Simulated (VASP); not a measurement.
The system is SmH3.

```xyz
4
Lattice="4.2078 0.0000 0.0000 0.0000 4.2078 0.0000 0.0000 0.0000 2.9572" Properties=species:S:1:pos:R:3 pbc="T T T"
Sm    0.0000    0.0000    0.0000
H     2.1039    2.1039    0.0000
H     2.1039    0.0000    1.4786
H     0.0000    2.1039    1.4786
```

The cell was generated, and may not be a known phase.

* Program: VASP 6.6.1
* Task: relaxation of cell and atoms
* Functional: PBE
* Potentials or basis: VASP PAW PBE potentials, release 64 (Sm_3, H), 4f in core
* Cutoff: 500 eV
* k mesh: 4 × 4 × 6
* Occupations: gaussian, width 0.1 eV
* Spin: no spin polarisation

At the start: pressure -9.1 GPa; volume 13.09 Å³/atom.

Question: How do energy, volume and symmetry change on relaxing?

Answer: Over 6 steps the energy falls by 538.2 meV/atom and the volume is 9.89 Å³/atom (-24.4 %); space group P4/mmm (No. 123, to 0.1 Å) before, Pm-3m (No. 221, to 0.1 Å).

Step by step:
```csv
step,energy change (eV),largest force (eV/Å),pressure (GPa),volume (Å³)
1,0.0000,0.0000,-9.14,52.36
2,-1.3976,0.0000,-7.96,46.52
3,-2.1071,0.0000,-2.48,41.00
4,-2.1492,0.0000,1.42,38.91
5,-2.1520,0.0000,0.61,39.30
6,-2.1528,0.0000,0.07,39.56
```

Final structure:
```yaml
crystal:
  lattice:
    - [3.40957, 0.00000, 0.00000]
    - [0.00000, 3.40957, 0.00000]
    - [0.00000, 0.00000, 3.40312]
  atoms:
    - { symbol: Sm, position: [0.00000, 0.00000, 0.00000] }
    - { symbol: H, position: [0.50000, 0.50000, 0.00000] }
    - { symbol: H, position: [0.50000, 0.00000, 0.50000] }
    - { symbol: H, position: [0.00000, 0.50000, 0.50000] }
```

Caveat: the k points lie up to 0.46 Å⁻¹ apart in the final cell; the volume moved by over 15 % at a fixed basis, so the end points are rough.
